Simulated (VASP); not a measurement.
Input of a VASP 6.6.1 run:

Contents of INCAR:

```
PREC = Accurate
ENCUT = 520
EDIFF = 1E-6
ISMEAR = -1
SIGMA = 0.05
LREAL = F
LASPH = T
NELM = 80
ALGO = Normal
ISIF = 2
LWAVE = F
LCHARG = F
GGA = RP
NBANDS = 16
```

File KPOINTS:

```
Automatic mesh
0
Gamma
  7 7 7
```

POSCAR

```
HgTe
1.0
    0.0000000000      3.2145000000      3.2145000000
    3.2145000000      0.0000000000      3.2145000000
    3.2145000000      3.2145000000      0.0000000000
Hg Te
1 1
Direct
    0.0000000000      0.0000000000      0.0000000000
    0.7500000000      0.7500000000      0.7500000000
```

Potentials or basis: VASP PAW PBE potentials, release 64 (Hg, Te).

Launch:

```console
$ cat potpaw_PBE.64/Hg/POTCAR potpaw_PBE.64/Te/POTCAR > POTCAR
$ mpirun -np 1 vasp_std > vasp.out
```

(1) What does it give for the pressure?

(2) What does it give for the band gap on the k mesh?

## Answers

(1) 6.3 GPa.

(2) zero (filled and empty bands touch).

Caveat: the PAW data sets were made with another functional, which shifts forces and pressure a little; spin-orbit coupling is left out, which moves the levels of the heavy elements.
